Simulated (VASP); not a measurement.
A run of VASP 6.6.1 is set up as follows.

Contents of INCAR:

```
SYSTEM = Ga
  ALGO = Normal
  EDIFF = 1E-6
  ENCUT = 520
  GGA = PE
  ISIF = 2
  ISMEAR = -1
  LASPH = .True.
  LCHARG = .False.
  LREAL = .False.
  LWAVE = .False.
  NBANDS = 20
  NELM = 80
  PREC = Accurate
  SIGMA = 0.08
```

KPOINTS

```
k-points
0
Gamma
  12 12 10
  0 0 0
```

Contents of POSCAR:

```
Ga
1.0
    1.4451504654     -4.0514045807      0.0000000000
    1.4451504654      4.0514045807      0.0000000000
    0.0000000000      0.0000000000      3.1593979141
Ga
2
Direct
    0.8670000000      0.1330000000      0.2500000000
    0.1330000000      0.8670000000      0.7500000000
```

Potentials or basis: VASP PAW PBE potentials, release 64 (Ga_d).

Command:

```sh
$ cat potpaw_PBE.64/Ga_d/POTCAR > POTCAR
$ mpirun -np 1 vasp_std > vasp.out
```

(1) Predict the largest force.

(2) Estimate the pressure.

(3) Predict the band gap on the k mesh.

## Answers

(1) 0.202 eV/Å.

(2) 2.2 GPa.

(3) zero (band 13 reaches 10.91 eV, above the bottom of band 14 at 1.46 eV).
